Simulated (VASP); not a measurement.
Here is a VASP 6.6.1 calculation.

The input INCAR:

```
PREC = Accurate
ENCUT = 520
EDIFF = 1E-7
ISMEAR = -1
SIGMA = 0.05
LREAL = False
LASPH = True
NELM = 60
ALGO = Normal
ISIF = 2
LWAVE = False
LCHARG = False
GGA = PE
NBANDS = 22
```

The input KPOINTS:

```
regular mesh
0
Gamma
  14 14 8
```

File POSCAR:

```
Bi
1.0
    2.7429657304      0.0000000000      0.0000000000
   -1.3714828652      2.3754780043      0.0000000000
    0.0000000000      0.0000000000      4.3789616768
Bi
2
Direct
    0.3333333333      0.6666666667      0.2500000000
    0.6666666667      0.3333333333      0.7500000000
```

Potentials or basis: VASP PAW PBE potentials, release 64 (Bi_d).

The run is started by

```console
$ cat potpaw_PBE.64/Bi_d/POTCAR > POTCAR
$ mpirun -np 1 vasp_std > vasp.out
```

Task: What does it give for the pressure?

Result: 269.7 GPa.

Task: Estimate the band gap on the k mesh.

Result: Zero (band 15 reaches 29.48 eV, above the bottom of band 16 at 16.66 eV).

Stress tensor (GPa, compression positive):
```
269.88   0.00   0.00
  0.00 269.88   0.00
  0.00   0.00 269.30
```

Caveat: spin-orbit coupling is left out, which moves the levels of the heavy elements.
